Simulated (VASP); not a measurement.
# W (R-3m) in VASP: further runs

Runs on W. Level: PBE. Tasks: single point.

Program: VASP 6.6.1. These are calculated values, not measurements. Logs are shortened: lines on timing, memory, paths and dates and some standing lists are left out, and cuts for length are marked.

## Step 1: The cell of the first run

It takes space group R-3m (No. 166, trigonal). The conventional cell has a = 4.210 Å, b = 4.210 Å, c = 2.867 Å, α = 90.00°, β = 90.00°, γ = 120.00°. W (site symmetry -3m) has 14 W at 2.61 to 3.09 Å within 3.4 Å.

## Step 2: Single point, PBE

File INCAR:

```
SYSTEM = W
  ALGO = Fast
  EDIFF = 1E-7
  ENCUT = 520
  GGA = PE
  ISIF = 2
  ISMEAR = 0
  LASPH = .True.
  LCHARG = .False.
  LREAL = .False.
  LWAVE = .False.
  NBANDS = 13
  NELM = 100
  PREC = Accurate
  SIGMA = 0.15
```

File KPOINTS:

```
k-points
0
Gamma
  20 20 20
  0 0 0
```

File POSCAR:

```
W
1.0
   -1.4326646264      1.5440940974      1.5440940974
    1.5440940974     -1.4326646264      1.5440940974
    1.5440940974      1.5440940974     -1.4326646264
W
1
Direct
    0.0000000000      0.0000000000      0.0000000000
```

Potentials or basis: VASP PAW PBE potentials, release 64 (W_sv).

On the command line:

```
$ cat potpaw_PBE.64/W_sv/POTCAR > POTCAR
$ mpirun -np 1 vasp_std > vasp.out
```

OUTCAR:

```text
SYSTEM = W
   EDIFF = 1E-7
   ENCUT = 520
   GGA = PE
   ISIF = 2
   ISMEAR = 0
   LASPH = .True.
   LREAL = .False.
   NELM = 100
   PREC = Accurate

 ion  position               nearest neighbor table
   1  0.000  0.000  0.000-

  LATTYP: Found a trigonal (rhomboedric) cell.
 ALAT       =     2.6117008050
 COS(alpha) =    -0.2990935433

  Lattice vectors:

 A1 = (  -1.4326646264,   1.5440940974,   1.5440940974)
 A2 = (   1.5440940974,  -1.4326646264,   1.5440940974)
 A3 = (   1.5440940974,   1.5440940974,  -1.4326646264)

Analysis of symmetry for initial positions (statically):
=====================================================================
 Subroutine PRICEL returns:
 Original cell was already a primitive cell.

 Routine SETGRP: Setting up the symmetry group for a
 trigonal (rhombohedral) supercell.

 Subroutine GETGRP returns: Found 12 space group operations
 (whereof 12 operations were pure point group operations)
 out of a pool of 12 trial point group operations.

The static configuration has the point symmetry D_3d.

Analysis of symmetry for dynamics (positions and initial velocities):
=====================================================================
 Subroutine PRICEL returns:
 Original cell was already a primitive cell.

 Routine SETGRP: Setting up the symmetry group for a
 trigonal (rhombohedral) supercell.

 Subroutine GETGRP returns: Found 12 space group operations
 (whereof 12 operations were pure point group operations)
 out of a pool of 12 trial point group operations.

The dynamic configuration has the point symmetry D_3d.

 Subroutine INISYM returns: Found 12 space group operations
 (whereof 12 operations are pure point group operations),
 and found     1 'primitive' translations

----------------------------------------------------------------------------------------

                                     Primitive cell

  volume of cell :      14.6697

  direct lattice vectors                    reciprocal lattice vectors
    -1.432664626  1.544094097  1.544094097    -0.022611067  0.313324792  0.313324792
     1.544094097 -1.432664626  1.544094097     0.313324792 -0.022611067  0.313324792
     1.544094097  1.544094097 -1.432664626     0.313324792  0.313324792 -0.022611067

  length of vectors
     2.611700805  2.611700805  2.611700805     0.443684698  0.443684698  0.443684698

  position of ions in fractional coordinates (direct lattice)
     0.000000000  0.000000000  0.000000000

  ion indices of the primitive-cell ions
   primitive index   ion index
                 1           1

----------------------------------------------------------------------------------------

 KPOINTS: k-points

Automatic generation of k-mesh.
 Grid dimensions read from file:
 generate k-points for:   20   20   20

 Generating k-lattice:

  Cartesian coordinates                     Fractional coordinates (reciprocal lattice)
    -0.001130553  0.015666240  0.015666240     0.050000000  0.000000000  0.000000000
     0.015666240 -0.001130553  0.015666240     0.000000000  0.050000000  0.000000000
     0.015666240  0.015666240 -0.001130553     0.000000000  0.000000000  0.050000000

  Length of vectors
     0.022184235  0.022184235  0.022184235

  Shift w.r.t. Gamma in fractional coordinates (k-lattice)
     0.000000000  0.000000000  0.000000000

 Subroutine IBZKPT returns following result:
 ===========================================

 Found    781 irreducible k-points:

 Following reciprocal coordinates:
            Coordinates               Weight
  0.000000  0.000000  0.000000      1.000000
  0.050000  0.000000  0.000000      6.000000
  0.100000 -0.000000 -0.000000      6.000000
  0.150000  0.000000  0.000000      6.000000
  0.200000 -0.000000 -0.000000      6.000000
  0.250000  0.000000 -0.000000      6.000000
[... 16 lines left out ...]
 -0.400000  0.050000  0.000000     12.000000
 -0.350000  0.050000  0.000000     12.000000
 [... further k-points ...]
   k-points           NKPTS =    781   k-points in BZ     NKDIM =    781   number of bands    NBANDS=     13
   number of dos      NEDOS =    301   number of ions     NIONS =      1
   total plane-waves  NPLWV =   8000
   dimension x,y,z NGX =    20 NGY =   20 NGZ =   20
   dimension x,y,z NGXF=    40 NGYF=   40 NGZF=   40
   ions per type =               1
   NGX,Y,Z   is equivalent  to a cutoff of  12.73, 12.73, 12.73 a.u.
   NGXF,Y,Z  is equivalent  to a cutoff of  25.46, 25.46, 25.46 a.u.
 SYSTEM =  W
   PREC   = accura    normal or accurate (medium, high low for compatibility)
   ISTART =      0    job   : 0-new  1-cont  2-samecut
   ICHARG =      2    charge: 1-file 2-atom 10-const
   ISPIN  =      1    spin polarized calculation?
   LNONCOLLINEAR =      F non collinear calculations
   LSORBIT =      F    spin-orbit coupling
   LASPH  =      T    aspherical Exc in radial PAW
   ENCUT  =  520.0 eV  38.22 Ry    6.18 a.u.   4.86  4.86  4.86*2*pi/ulx,y,z
   NELM   =    100;   NELMIN=  2; NELMDL= -5     # of ELM steps
   EDIFF  = 0.1E-06   stopping-criterion for ELM
   LREAL  =      F    real-space projection
   EDIFFG = 0.1E-05   stopping-criterion for IOM
   NSW    =      0    number of steps for IOM
   IBRION =     -1    ionic relax: 0-MD 1-quasi-New 2-CG
   NFREE  =      0    steps in history (QN), initial steepest desc. (CG)
   ISIF   =      2    stress and relaxation
   ISYM   =      2    0-nonsym 1-usesym 2-fastsym
   POTIM  = 0.5000    time-step for ionic-motion
   TEBEG  =    0.0;   TEEND  =   0.0 temperature during run
   PSTRESS=    0.0 pullay stress
   NELECT =      14.0000    total number of electrons
   NUPDOWN=      -1.0000    fix difference up-down
   EMIN   =  10.00;   EMAX   =-10.00  energy-range for DOS
   EFERMI =   0.00;   METHOD = LEGACY
   ISMEAR =     0;   SIGMA  =   0.15  broadening in eV -4-tet -1-fermi 0-gaus
   EFERMI_NEDOS =   21; number of points for ismear=-14 and -15
   IALGO  =     68    algorithm
   IMIX   =      4    mixing-type and parameters
     AMIX     =   0.40;   BMIX     =  1.00
     AMIX_MAG =   1.60;   BMIX_MAG =  1.00
  volume/ion in A,a.u.               =      14.67        99.00
  Fermi-wavevector in a.u.,A,eV,Ry     =   1.611796  3.045852 35.346372  2.597885
  Thomas-Fermi vector in A             =   2.707129
   LORBIT       =      0    0 simple, 1 ext, 2 COOP (PROOUT), +10 PAW based schemes
   GGA     = PE    functional components
   LHFCALC =     F    Hartree Fock is set to
   AEXX    =    0.0000 exact exchange contribution
   IVDW    =     0    specifies the selected vdW correction
   LEPSILON=     F    determine dielectric tensor
   LRPA    =     F    only Hartree local field effects (RPA)
 non-spin polarized calculation
 RMM-DIIS sequential band-by-band and
 Gauss-broadening in eV      SIGMA  =   0.15
  energy-cutoff  :      520.00
  volume of cell :       14.67
 maximum number of plane-waves:       407
   NGX =  9   NGY =  9   NGZ =  9

 number of electron      14.0000000 magnetization

 Free energy of the ion-electron system (eV)
  ---------------------------------------------------
  ext. energy  EPLUGINS =         0.00000000
  ---------------------------------------------------
  free energy    TOTEN  =       -12.68362814 eV

  energy without entropy =      -12.67881456  energy(sigma->0) =      -12.68122135

 E-fermi :  12.6847     XC(G=0): -14.0754

 val. band max:       12.6783399637   @ k =  -0.1500   0.0500   0.0000
 cond. band min:      12.6861105436   @ k =  -0.4000   0.4000   0.0000
 fundamental gap:      0.0077705800
 Fermi energy:        12.6846704519

 k-point     1 :       0.0000    0.0000    0.0000
  band No.  band energies     occupation
      1     -61.5041      2.00000
      2     -25.1146      2.00000
      3     -24.8056      2.00000
      4     -24.8056      2.00000
      5       2.5611      2.00000
      6      10.3491      2.00000
      7      10.3491      2.00000
      8      12.5983      1.58465
      9      15.3665      0.00000
     10      15.3665      0.00000
     11      26.7234      0.00000
     12      26.7234      0.00000
     13      28.7368      0.00000

 k-point     2 :       0.0500    0.0000    0.0000
  band No.  band energies     occupation
      1     -61.5001      2.00000
      2     -25.1373      2.00000
      3     -24.8350      2.00000
      4     -24.8061      2.00000
      5       2.6860      2.00000
      6      10.2984      2.00000
      7      10.3763      2.00000
      8      12.6375      1.34319
      9      15.2862      0.00000
     10      15.3586      0.00000
     11      26.8644      0.00000
     12      27.0289      0.00000
     13      28.8869      0.00000

 k-point     3 :       0.1000   -0.0000   -0.0000
  band No.  band energies     occupation
      1     -61.4885      2.00000
      2     -25.2148      2.00000
      3     -24.9073      2.00000
      4     -24.8074      2.00000
      5       3.0476      2.00000
      6      10.1518      2.00000
      7      10.4184      2.00000
      8      12.7879      0.33062
      9      15.1155      0.00000
     10      15.3478      0.00000
     11      27.2451      0.00000
     12      27.8441      0.00000
     13      29.3253      0.00000
[... 305 lines left out ...]
 k-point    23 :      -0.4000    0.0500    0.0000
  band No.  band energies     occupation
      1     -61.3570      2.00000
      2     -26.4051      2.00000
      3     -25.2387      2.00000
      4     -24.8368      2.00000
      5       5.9303      2.00000
      6       8.7327      2.00000
      7      11.2142      2.00000
      8      15.4453      0.00000
      9      16.1319      0.00000
     10      17.5389      0.00000
     11      25.8628      0.00000
     12      26.3869      0.00000
     13      33.2469      0.00000

 k-point    24 :      -0.3500    0.0500    0.0000
  band No.  band energies     occupation
      1     -61.3768      2.00000
      2     -26.2245      2.00000
      3     -25.1970      2.00000
      4     -24.8327      2.00000
      5       5.7825      2.00000
      6       8.9664      2.00000
      7      10.5407      2.00000
      8      15.2297      0.00000
      9      15.8876      0.00000
     10      16.4250      0.00000
     11      26.8224      0.00000
     12      27.5440      0.00000
     13      33.2107      0.00000

 [... further k-points ...]

------------------------ aborting loop because EDIFF is reached ----------------------------------------

  FORCE on cell =-STRESS in cart. coord.  units (eV):
  Direction    XX          YY          ZZ          XY          YZ          ZX
  --------------------------------------------------------------------------------------
  -------------------------------------------------------------------------------------
  Total        3.5721990      3.5721990      3.5721990     -1.0519647     -1.0519647     -1.0519647
  in kB      390.1427956    390.1427956    390.1427956   -114.8918204   -114.8918204   -114.8918204
  external PRESSURE =     390.1427956 kB  Pullay stress =       0.0000000 kB

 VOLUME and BASIS-vectors are now :
 -----------------------------------------------------------------------------
  energy-cutoff  :      520.00
  volume of cell :       14.67
      direct lattice vectors                 reciprocal lattice vectors
    -1.432664626  1.544094097  1.544094097    -0.022611067  0.313324792  0.313324792
     1.544094097 -1.432664626  1.544094097     0.313324792 -0.022611067  0.313324792
     1.544094097  1.544094097 -1.432664626     0.313324792  0.313324792 -0.022611067

 POSITION                                       TOTAL-FORCE (eV/Angst)
 -----------------------------------------------------------------------------------
      0.00000      0.00000      0.00000        -0.000000     -0.000000      0.000000
 -----------------------------------------------------------------------------------
    total drift:                                0.000000     -0.000000      0.000000

  FREE ENERGIE OF THE ION-ELECTRON SYSTEM (eV)
  ---------------------------------------------------
  free  energy   TOTEN  =       -12.6836281381 eV

  energy  without entropy=      -12.6788145641  energy(sigma->0) =      -12.68122135
```

It took 59 s on 1 thread of Intel Xeon 6975P-C (Granite Rapids), shared host; peak memory 0.24 GiB.

What came out:

* Free energy: -12.6836 eV
* Pressure: 39.0 GPa
* Band gap on the k mesh: zero (band 7 reaches 16.37 eV, above the bottom of band 8 at 11.58 eV)

Stress tensor (GPa, compression positive):
```
 39.01 -11.49 -11.49
-11.49  39.01 -11.49
-11.49 -11.49  39.01
```

Levels at points of the mesh, in eV from the Fermi level:
| k point | band 5 | band 6 | band 7 | band 8 | band 9 | band 10 |
| --- | --- | --- | --- | --- | --- | --- |
| (0.00, 0.00, 0.00) | -10.12 | -2.34 | -2.34 | -0.09 | 2.68 | 2.68 |
| (0.50, 0.00, 0.00) | -6.88 | -4.25 | 0.34 | 2.87 | 3.84 | 5.85 |
| (0.50, 0.50, 0.00) | -6.88 | -4.00 | 1.56 | 2.06 | 2.78 | 7.35 |
| (0.50, 0.50, 0.50) | -6.58 | -6.58 | 3.69 | 6.57 | 6.57 | 7.89 |

Caveat: spin-orbit coupling is left out, which moves the levels of the heavy elements.

## Step 3: Single point, PBE

This run uses another cell than the first one, of the same volume but with other edges.

File INCAR:

```
SYSTEM = W
PREC = Accurate
ENCUT = 520
EDIFF = 1E-7
ISMEAR = 0
SIGMA = 0.15
LREAL = .False.
LASPH = .True.
NELM = 80
ALGO = Fast
ISIF = 2
LWAVE = .False.
LCHARG = .False.
GGA = PE
NBANDS = 13
```

File KPOINTS:

```
regular mesh
0
Gamma
  20 20 20
  0 0 0
```

File POSCAR:

```
W
1.0
   -1.6555235683      1.5440940974      1.5440940974
    1.5440940974     -1.6555235683      1.5440940974
    1.5440940974      1.5440940974     -1.6555235683
W
1
Direct
    0.0000000000      0.0000000000      0.0000000000
```

Potentials or basis: VASP PAW PBE potentials, release 64 (W_sv).

On the command line:

```
$ cat potpaw_PBE.64/W_sv/POTCAR > POTCAR
$ mpirun -np 1 vasp_std > vasp.out
```

It took 61 s on 1 thread of Intel Xeon 6975P-C (Granite Rapids), shared host; peak memory 0.24 GiB.

Results (log left out):

```
Free energy            : -12.6254 eV
Pressure               : 40.4 GPa
Band gap on the k mesh : zero (band 7 reaches 17.46 eV, above the bottom of band 8 at 11.42 eV)
```

Stress tensor (GPa, compression positive):
```
40.38 19.28 19.28
19.28 40.38 19.28
19.28 19.28 40.38
```

Levels at points of the mesh, in eV from the Fermi level:
| k point | band 3 | band 4 | band 5 | band 6 | band 7 | band 8 | band 9 | band 10 | band 11 | band 12 |
| --- | --- | --- | --- | --- | --- | --- | --- | --- | --- | --- |
| (0.00, 0.00, 0.00) | -37.77 | -37.25 | -10.12 | -2.89 | -1.10 | -1.10 | 2.84 | 2.84 | 13.23 | 15.41 |
| (0.50, 0.00, 0.00) | -38.23 | -37.69 | -6.85 | -3.88 | 1.60 | 1.83 | 2.55 | 6.88 | 11.08 | 14.09 |
| (0.50, 0.50, 0.00) | -38.11 | -37.34 | -6.94 | -4.44 | 0.28 | 3.14 | 4.09 | 6.26 | 11.14 | 11.95 |
| (0.50, 0.50, 0.50) | -38.56 | -38.56 | -6.61 | -6.61 | 4.77 | 4.77 | 7.16 | 8.35 | 8.35 | 10.16 |

Caveat: spin-orbit coupling is left out, which moves the levels of the heavy elements.
